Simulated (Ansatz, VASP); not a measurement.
## Na2Ag in VASP and in Ansatz

The input INCAR:

```
PREC = Accurate
ENCUT = 500
EDIFF = 1E-7
ISMEAR = -1
SIGMA = 0.1
LREAL = F
LASPH = T
NELM = 120
ALGO = Normal
ISIF = 3
LWAVE = F
LCHARG = F
GGA = PE
IBRION = 2
NSW = 60
EDIFFG = -0.01
GGA_COMPAT = F
NELMIN = 4
```

File KPOINTS:

```
Automatic mesh
0
Gamma
  5 5 5
```

File POSCAR:

```
Na2Ag
1.0
    4.3739770000      0.0000000000      0.0000000000
   -2.1869880000      3.7879790000      0.0000000000
    0.0000000000      0.0000000000      3.8315070000
Na Ag
2 1
Direct
    0.3333000000      0.6667000000      0.5000000000
    0.6666000000      0.3333000000      0.5000000000
    0.0000000000      0.0000000000      0.0000000000
```

Input for Ansatz:

```yaml
crystal:
  lattice:
    - [4.373977, 0.0, 0.0]
    - [-2.186988, 3.787979, 0.0]
    - [0.0, 0.0, 3.831507]
  atoms:
    - { symbol: Na, position: [0.3333, 0.6667, 0.5] }
    - { symbol: Na, position: [0.6666, 0.3333, 0.5] }
    - { symbol: Ag, position: [0.0, 0.0, 0.0] }
  symmetry: { tolerance: 0.0003 }
kpoints:
  mp_grid: { grid: [5, 5, 5], shift: [0, 0, 0] }
magnetization:
  spin_polarized: false
scf:
  occupations: { method: fermi_dirac }
hamiltonian:
  pseudopotentials: { kind: paw }
  xc: pbe
basis:
  ecutwfc: 420
output:
  forces: true
  stress: true
  eigenvalues: true
relax:
  max_steps: 40
  cell: {}
```

Alike in both runs: task relaxation of cell and atoms; functional PBE; k mesh 5 × 5 × 5; no spin polarisation.

```csv
,VASP,Ansatz
version,VASP 6.6.1,Ansatz 0.2.0
potentials or method,"VASP PAW PBE potentials, release 64 (Na_pv, Ag), cutoff 500 eV",PAW plane waves
occupations,"fermi-dirac, width 0.1 eV",fermi-dirac
valence electrons in the cell,25,37
```

VASP gave:

```
gap on the k mesh at the Fermi level, each at its own relaxed structure (eV) : none
relaxed volume (Å³/atom)                                                     : 23.97
relaxed cell length with the largest relative difference (Å)                 : 5.166
```

Task: Estimate Ansatz's values.

Result: gap on the k mesh at the Fermi level, each at its own relaxed structure (eV): none; relaxed volume (Å³/atom): 24.15; relaxed cell length with the largest relative difference (Å): 5.183.

A gap of «none» marks a metal or a gap that the smearing closes. VASP's potentials hold 25 valence electrons a cell and Ansatz's 37, so a difference there can come from the potentials and not from the codes. Ansatz's warnings: structure snapped to symmetry.
